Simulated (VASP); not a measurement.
A run of VASP 6.6.1:

INCAR

```
ALGO     = Normal         # electronic algorithm
EDIFF    = 1E-7           # SCF threshold, eV
EDIFFG   = -0.01          # ionic threshold
ENCUT    = 600            # plane-wave cutoff, eV
GGA      = PS             # functional
GGA_COMPAT= False        
IBRION   = 2              # ionic algorithm
ISIF     = 3              # what is computed and relaxed
ISMEAR   = -1             # smearing method
LASPH    = True           # aspherical terms in the spheres
LCHARG   = False          # write CHGCAR
LREAL    = False          # projectors in reciprocal space
LWAVE    = False          # write WAVECAR
NELM     = 120            # most SCF steps
NELMIN   = 4            
NSW      = 100            # ionic steps
PREC     = Accurate       # precision mode
SIGMA    = 0.03           # smearing width, eV
```

The input KPOINTS:

```
k-points
0
Gamma
  4 6 4
```

File POSCAR:

```
TlAsF4
1.0
    5.2202587800      0.0000000000      0.0000000000
    0.0000000000      3.2628039100      0.0000000000
   -0.0209152600      0.0000000000      5.6977713600
Tl As F
1 1 4
Direct
    0.0000000000      0.5000000000      0.5000000000
    0.0000000000      0.0000000000      0.0000000000
    0.2434798600      0.0000000000      0.3416285400
    0.2494622300      0.5000000000      0.8243270200
    0.7505377700      0.5000000000      0.1756729800
    0.7565201400      0.0000000000      0.6583714600
```

Potentials or basis: VASP PAW PBE potentials, release 64 (Tl_d, As, F).

Command:

```console
$ cat potpaw_PBE.64/Tl_d/POTCAR potpaw_PBE.64/As/POTCAR potpaw_PBE.64/F/POTCAR > POTCAR
$ mpirun -np 1 vasp_std > vasp.out
```

Hardware: 1 thread of Intel(R) Xeon(R) 6975P-C (Granite Rapids) (shared host).

Problem. How long does it take, and how much memory?

Solution. It took 35 min on 1 thread of Intel(R) Xeon(R) 6975P-C (Granite Rapids), on a shared host, peak memory 0.34 GiB. Counts: scf iterations 411, k points 40, ion steps 45.
